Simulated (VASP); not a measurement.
Set up this calculation in VASP 6.6.1, as the native input.

| Quantity | Value |
| --- | --- |
| Task | single point |
| Functional | PBE |
| Potentials or basis | VASP PAW PBE potentials, release 64 (Co, O) |
| Cutoff | 520 eV |
| k mesh | 16 × 16 × 16 |
| Occupations | gaussian, width 0.1 eV |
| Spin | collinear spin, ferromagnetic start |
| Starting moments | [0.5, 0.0] μB |
| Dipole correction | no |
| Further INCAR settings | ALGO = Normal; EDIFF = 1e-07; NBANDS = 18 |

The structure of CoO lies in POSCAR:

```
CoO
1.0
    0.0000000000      2.2499728228      2.2499728228
    2.2499728228      0.0000000000      2.2499728228
    2.2499728228      2.2499728228      0.0000000000
Co O
1 1
Direct
    0.0000000000      0.0000000000      0.0000000000
    0.2500000000      0.2500000000      0.2500000000
```

The input as run:

INCAR

```
  ALGO = Normal
  EDIFF = 1E-7
  ENCUT = 520
  GGA = PE
  ISIF = 2
  ISMEAR = 0
  ISPIN = 2
  LASPH = True
  LCHARG = True
  LELF = True
  LMAXMIX = 4
  LORBIT = 11
  LREAL = False
  LVHAR = True
  LWAVE = False
  MAGMOM = 0.5 0
  NBANDS = 18
  NELM = 150
  PREC = Accurate
  SIGMA = 0.1
```

KPOINTS

```
k-points
0
Gamma
  16 16 16
```

Potentials or basis: VASP PAW PBE potentials, release 64 (Co, O).

Command:

```sh
$ cat potpaw_PBE.64/Co/POTCAR potpaw_PBE.64/O/POTCAR > POTCAR
$ mpirun -np 1 vasp_std > vasp.out
```

It gave:

| Item | Value |
| --- | --- |
| Pressure | -0.1 GPa |
| Net moment | 2.75 μB per cell |
| Site moments | Co +2.37; O +0.29 μB |
| Valence electrons inside the program's atomic spheres | Co 8.01; O 4.99 |

Caveat: a cell with one magnetic atom can't hold antiferromagnetic order, which such compounds often take.

Wall time 47 s on 1 thread of Intel(R) Xeon(R) 6975P-C (Granite Rapids) (shared host), peak memory 0.22 GiB.
